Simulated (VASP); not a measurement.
The system is InP (zinc blende type).

```xyz
2
Lattice="0.0000 2.9800 2.9800 2.9800 0.0000 2.9800 2.9800 2.9800 0.0000" Properties=species:S:1:pos:R:3 pbc="T T T"
In    0.0000    0.0000    0.0000
P     1.4900    1.4900    1.4900
```

Base run:

```yaml
Program: VASP 6.6.1
Functional: r2SCAN
Potentials_or_basis: VASP PAW PBE potentials, release 64 (In_d, P)
Cutoff: 520 eV
k_mesh: 6 × 6 × 6
Occupations: fermi-dirac, width 0.02 eV
Spin: no spin polarisation
```

Its results: band gap on the k mesh 0.87 eV, direct; pressure -1.8 GPa.

Question: The run is repeated on the same cell with these changes: functional from r2SCAN to PBE. What comes out?

Answer: Band gap on the k mesh 0.44 eV, direct; pressure -0.1 GPa.

r2SCAN gives the wider gap, since meta-GGAs in the generalised Kohn-Sham scheme recover part of the derivative discontinuity.

Caveats: spin-orbit coupling is left out, which moves the levels of the heavy elements; the PAW data sets were made with another functional, which shifts forces and pressure a little (some runs).

